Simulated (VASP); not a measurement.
# Cu12HF in VASP: single point with PBE+D3(BJ)

Aim: the single point of Cu12HF with PBE+D3(BJ).

Program: VASP 6.6.1. These are calculated values, not measurements. Logs are shortened: lines on timing, memory, paths and dates and some standing lists are left out, and cuts for length are marked.

### 1 The cell of the first run

The cell holds a slab with vacuum, 14 atoms: a = 5.105 Å, b = 5.105 Å, c = 17.168 Å, α = 90.00°, β = 90.00°, γ = 60.00°.

### 2 Single point, PBE+D3(BJ)

Input file INCAR:

```
SYSTEM = Cu12HF
  ALGO = Normal
  EDIFF = 1E-6
  ENCUT = 610
  GGA = PE
  GGA_COMPAT = .FALSE.
  ISIF = 2
  ISMEAR = -1
  IVDW = 12
  LASPH = .TRUE.
  LCHARG = .FALSE.
  LREAL = .FALSE.
  LWAVE = .FALSE.
  NBANDS = 131
  NELM = 120
  NELMDL = -8
  PREC = Accurate
  SIGMA = 0.15
```

Input file KPOINTS:

```
k-points
0
G
  4 4 1
  0 0 0
```

Input file POSCAR:

```
Cu12HF
1.0
    5.1053110000      0.0000000000      0.0000000000
    2.5526550000      4.4213290000      0.0000000000
    0.0000000000      0.0000000000     17.1684690000
Cu F H
12 1 1
Direct
    0.1666667508      0.1666666290      0.0582463119
    0.6666666529      0.1666666290      0.0582463119
    0.1666665963      0.6666667421      0.0582463119
    0.6666666943      0.6666667421      0.0582463119
   -0.1651874418      0.3330451093      0.1772875613
    0.3339027970      0.3334314185      0.1771001829
   -0.1652438748      0.8332756961      0.1773309548
    0.3340733304      0.8337212634      0.1773378279
    0.0027511176     -0.0004702206      0.2967040334
    0.5022034451      0.0006907425      0.2961072417
    0.0020205985      0.4999618893      0.2963776211
    0.5014891653      0.4998277667      0.2956610750
    0.8876207382      0.0807641775      0.4582232696
    0.7098092372      0.1868709612      0.4281138289
```

Potentials or basis: VASP PAW PBE potentials, release 64 (Cu_sv_GW, F, H).

Command:

```
$ cat potpaw_PBE.64/Cu_sv_GW/POTCAR potpaw_PBE.64/F/POTCAR potpaw_PBE.64/H/POTCAR > POTCAR
$ mpirun -np 1 vasp_std > vasp.out
```

OUTCAR:

```text
SYSTEM = Cu12HF
   EDIFF = 1E-6
   ENCUT = 610
   GGA = PE
   ISIF = 2
   ISMEAR = -1
   IVDW = 12
   LASPH = .TRUE.
   LREAL = .FALSE.
   NELM = 120
   NELMDL = -8
   PREC = Accurate
 IVDW          = 12

 ion  position               nearest neighbor table
   1  0.167  0.167  0.058-   5 2.52   6 2.52   8 2.52   2 2.55   3 2.55   4 2.55   3 2.55   2 2.55
                             4 2.55
   2  0.667  0.167  0.058-   6 2.52   7 2.52   5 2.52   4 2.55   1 2.55   3 2.55   1 2.55   4 2.55
                             3 2.55
   3  0.167  0.667  0.058-   7 2.52   6 2.52   8 2.52   4 2.55   2 2.55   1 2.55   1 2.55   4 2.55
                             2 2.55
   4  0.667  0.667  0.058-   8 2.52   5 2.52   7 2.52   2 2.55   3 2.55   1 2.55   3 2.55   1 2.55
                             2 2.55
   5  0.835  0.333  0.177-  12 2.51   1 2.52   4 2.52  11 2.52   2 2.52   9 2.53   6 2.55   8 2.55
                             7 2.55   7 2.55   8 2.56   6 2.56
   6  0.334  0.333  0.177-  12 2.51   2 2.52   3 2.52  10 2.52   1 2.52  11 2.52   5 2.55   7 2.55
                             8 2.55   8 2.55   7 2.56   5 2.56
   7  0.835  0.833  0.177-  10 2.51   3 2.52  11 2.52   2 2.52   4 2.52   9 2.53   6 2.55   8 2.55
                             5 2.55   5 2.55   8 2.56   6 2.56
   8  0.334  0.834  0.177-  12 2.51   4 2.52   9 2.52   1 2.52  10 2.52   3 2.52   5 2.55   7 2.55
                             6 2.55   6 2.55   7 2.56   5 2.56
   9  0.003  1.000  0.297-   8 2.52   5 2.53   7 2.53  12 2.55  11 2.55  10 2.55  10 2.55  11 2.55
                            12 2.56
  10  0.502  0.001  0.296-   7 2.51   6 2.52   8 2.52  12 2.55  11 2.55   9 2.55   9 2.55  11 2.55
                            12 2.56
  11  0.002  0.500  0.296-   6 2.52   7 2.52   5 2.52  12 2.55  10 2.55   9 2.55   9 2.55  10 2.55
                            12 2.56
  12  0.501  0.500  0.296-   5 2.51   8 2.51   6 2.51  10 2.55   9 2.55  11 2.55  11 2.56   9 2.56
                            10 2.56
  13  0.888  0.081  0.458-  14 0.94
  14  0.710  0.187  0.428-  13 0.94

  LATTYP: Found a hexagonal cell.
 ALAT       =     5.1053107325
 C/A-ratio  =     3.3628646520

  Lattice vectors:

 A1 = (  -2.5526550000,  -4.4213290000,   0.0000000000)
 A2 = (   5.1053110000,   0.0000000000,   0.0000000000)
 A3 = (   0.0000000000,   0.0000000000,  17.1684690000)

Analysis of symmetry for initial positions (statically):
=====================================================================
 Subroutine PRICEL returns:
 Original cell was already a primitive cell.

 Routine SETGRP: Setting up the symmetry group for a
[... 145 lines left out ...]
   EFERMI_NEDOS =   21; number of points for ismear=-14 and -15
   IALGO  =     38    algorithm
   IMIX   =      4    mixing-type and parameters
     AMIX     =   0.40;   BMIX     =  1.00
     AMIX_MAG =   1.60;   BMIX_MAG =  1.00
  volume/ion in A,a.u.               =      27.68       186.80
  Fermi-wavevector in a.u.,A,eV,Ry     =   1.387639  2.622258 26.198605  1.925543
  Thomas-Fermi vector in A             =   2.511841
   LORBIT       =      0    0 simple, 1 ext, 2 COOP (PROOUT), +10 PAW based schemes
   GGA     = PE    functional components
   LHFCALC =     F    Hartree Fock is set to
   AEXX    =    0.0000 exact exchange contribution
   IVDW    =    12    specifies the selected vdW correction
   LEPSILON=     F    determine dielectric tensor
   LRPA    =     F    only Hartree local field effects (RPA)
 non-spin polarized calculation
  energy-cutoff  :      610.00
  volume of cell :      387.53
 maximum number of plane-waves:     13287
 NGX is ok and might be reduce to    42
   NGX = 21   NGY = 21   NGZ = 69

 number of electron     235.9999842 magnetization

 Free energy of the ion-electron system (eV)
  ---------------------------------------------------
  ext. energy  EPLUGINS =         0.00000000
  ---------------------------------------------------
  free energy    TOTEN  =       -49.77805573 eV

  energy without entropy =      -49.36805828  energy(sigma->0) =      -49.57305700

 E-fermi :  -0.2859     XC(G=0):  -6.3223

 val. band max:       -0.2925178369   @ k =   0.5000   0.0000   0.0000
 cond. band min:      -0.2647286512   @ k =   0.0000   0.0000   0.0000
 fundamental gap:      0.0277891857
 Fermi energy:        -0.2859439865

 k-point     1 :       0.0000    0.0000    0.0000
  band No.  band energies     occupation
      1    -112.8664      2.00000
      2    -112.8546      2.00000
      3    -112.8488      2.00000
      4    -112.8461      2.00000
      5    -112.6428      2.00000
      6    -112.6219      2.00000
[... 1319 lines left out ...]
    129       5.3738      0.00000
    130       6.0257      0.00000
 [bands above 130 left out]

------------------------ aborting loop because EDIFF is reached ----------------------------------------

 Edisp (eV)   -4.78290

 E8    (eV) :    -2.1285

  FORCE on cell =-STRESS in cart. coord.  units (eV):
  Direction    XX          YY          ZZ          XY          YZ          ZX
  --------------------------------------------------------------------------------------
  -------------------------------------------------------------------------------------
  Total     -10.51086   -10.52730    -3.93301    -0.12190    -0.07760    -0.00531
  in kB     -43.45524   -43.52320   -16.26032    -0.50397    -0.32083    -0.02196
  external pressure =      -34.41 kB  Pullay stress =        0.00 kB

 VOLUME and BASIS-vectors are now :
 -----------------------------------------------------------------------------
  energy-cutoff  :      610.00
  volume of cell :      387.53
      direct lattice vectors                 reciprocal lattice vectors
     5.105311000  0.000000000  0.000000000     0.195874453 -0.113088147  0.000000000
     2.552655000  4.421329000  0.000000000     0.000000000  0.226176337  0.000000000
     0.000000000  0.000000000 17.168469000     0.000000000  0.000000000  0.058246312

 POSITION                                       TOTAL-FORCE (eV/Angst)
 -----------------------------------------------------------------------------------
      1.27633      0.73689      1.00000         0.006857     -0.000126     -0.013722
      3.82898      0.73689      1.00000        -0.000131      0.004359      0.015171
      2.55265      2.94755      1.00000         0.007955     -0.003555     -0.005075
      5.10531      2.94755      1.00000         0.000899     -0.000118      0.016617
      5.11213      1.47250      3.04376        -0.000131     -0.001825      0.002526
      2.55581      1.47421      3.04054         0.001580     -0.000428     -0.003422
      6.38876      3.68419      3.04450         0.000575      0.000851      0.007802
      3.83375      3.68616      3.04462        -0.001045      0.002193     -0.000996
      2.56550      4.41925      5.09395         0.004983      0.001025      0.002727
      2.56567      0.00305      5.08371        -0.012685      0.000155     -0.008961
      1.28655      2.21050      5.08835        -0.001601     -0.005577     -0.001163
      3.83615      2.20990      5.07605         0.001000      0.007583     -0.008467
      4.73774      0.35709      7.86699         0.169833     -0.128930      0.131840
      4.10081      0.82622      7.35006        -0.178089      0.124393     -0.134879
 -----------------------------------------------------------------------------------
    total drift:                                0.009989      0.000449     -0.002342

  FREE ENERGIE OF THE ION-ELECTRON SYSTEM (eV)
  ---------------------------------------------------
  free  energy   TOTEN  =       -54.5609554318 eV

  energy  without entropy=      -54.1509579791  energy(sigma->0) =      -54.35595671
```

OSZICAR:

```text
N       E                     dE             d eps       ncg     rms          rms(c)
DAV:   1     0.991573816996E+04    0.99157E+04   -0.12367E+05  3228   0.443E+03
DAV:   2     0.257341611274E+04   -0.73423E+04   -0.72592E+04  3484   0.176E+03
DAV:   3     0.414835017536E+03   -0.21586E+04   -0.20636E+04  4810   0.145E+03
[... 22 lines left out ...]
DAV:  26    -0.497780434832E+02   -0.15818E-04   -0.22199E-06  2176   0.301E-02    0.171E-03
DAV:  27    -0.497780479110E+02   -0.44278E-05   -0.70995E-07  1800   0.291E-02    0.108E-03
DAV:  28    -0.497780517876E+02   -0.38766E-05   -0.45479E-07  1736   0.182E-02    0.390E-04
DAV:  29    -0.497780549353E+02   -0.31477E-05   -0.40937E-07  1752   0.131E-02    0.421E-04
DAV:  30    -0.497780557288E+02   -0.79347E-06   -0.25975E-07  1656   0.123E-02
   1 F= -.54560955E+02 E0= -.54355957E+02  d E =-.409997E+00
```

stdout:

```text
POSCAR found type information on POSCAR CuF H
 POSCAR found :  3 types and      14 ions
 scaLAPACK will be used
 LDA part: xc-table for (Slater+PW92), standard interpolation
 POSCAR, INCAR and KPOINTS ok, starting setup
 FFT: planning ... GRIDC
 FFT: planning ... GRID_SOFT
 FFT: planning ... GRID
 WAVECAR not read
 entering main loop
```

It took 38 min on 1 thread of Intel Xeon 6975P-C (Granite Rapids), shared host; peak memory 0.83 GiB.

Results:

- Free energy: -54.5610 eV
- Largest force: 0.256 eV/Å
- Band gap on the k mesh: zero (bands 118 and 119 overlap by 0.03 eV)
- Dispersion energy per atom: -0.342 eV

Forces on the atoms (eV/Å):
```
Cu   0.007  0.000 -0.014
Cu   0.000  0.004  0.015
Cu   0.008 -0.004 -0.005
Cu   0.001  0.000  0.017
Cu   0.000 -0.002  0.003
Cu   0.002  0.000 -0.003
Cu   0.001  0.001  0.008
Cu  -0.001  0.002 -0.001
Cu   0.005  0.001  0.003
Cu  -0.013  0.000 -0.009
Cu  -0.002 -0.006 -0.001
Cu   0.001  0.008 -0.008
F    0.170 -0.129  0.132
H   -0.178  0.124 -0.135
```

Levels at points of the mesh, in eV from the Fermi level:
```csv
k point,band 116,band 117,band 118,band 119,band 120,band 121
"(0.00, 0.00, 0.00)",-0.07,-0.01,-0.01,0.02,1.11,1.14
"(0.50, 0.00, 0.00)",-1.47,-0.01,-0.01,0.29,0.45,1.14
"(0.50, 0.50, 0.00)",-1.47,-0.01,-0.01,0.33,0.40,1.13
"(0.00, 0.50, 0.00)",-1.47,-0.01,-0.01,0.32,0.42,1.13
```

Caveat: there is no dipole correction, which matters where the two faces differ. With open d or f shells a metallic result of PBE can be an artefact of self-interaction; +U or a hybrid may open a gap.

The gap in the log of VASP goes by the Fermi energy; the results here count the filled bands.